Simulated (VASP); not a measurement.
A run of VASP 6.6.1 is set up as follows.

The input INCAR:

```
PREC = Accurate ; ENCUT = 520
EDIFF = 1E-6 ; ISMEAR = 0
SIGMA = 0.01 ; LREAL = F
LASPH = T ; NELM = 100
ALGO = Normal ; ISIF = 2
LWAVE = F ; LCHARG = F
GGA = PS ; NBANDS = 17
```

The input KPOINTS:

```
Automatic mesh
0
Gamma
  10 10 10
```

POSCAR

```
SnTe
1.0
    0.0000000000      3.1440639474      3.1440639474
    3.1440639474      0.0000000000      3.1440639474
    3.1440639474      3.1440639474      0.0000000000
Sn Te
1 1
Direct
    0.0000000000      0.0000000000      0.0000000000
    0.5000000000      0.5000000000      0.5000000000
```

Potentials or basis: VASP PAW PBE potentials, release 64 (Sn_d, Te).

Run with:

```console
$ cat potpaw_PBE.64/Sn_d/POTCAR potpaw_PBE.64/Te/POTCAR > POTCAR
$ mpirun -np 1 vasp_std > vasp.out
```

(1) Predict the band gap on the k mesh.

(2) Predict the pressure.

Answers

(1) 0.16 eV, direct.

(2) 0.0 GPa.

Caveat: the PAW data sets were made with another functional, which shifts forces and pressure a little; spin-orbit coupling is left out, which moves the levels of the heavy elements.
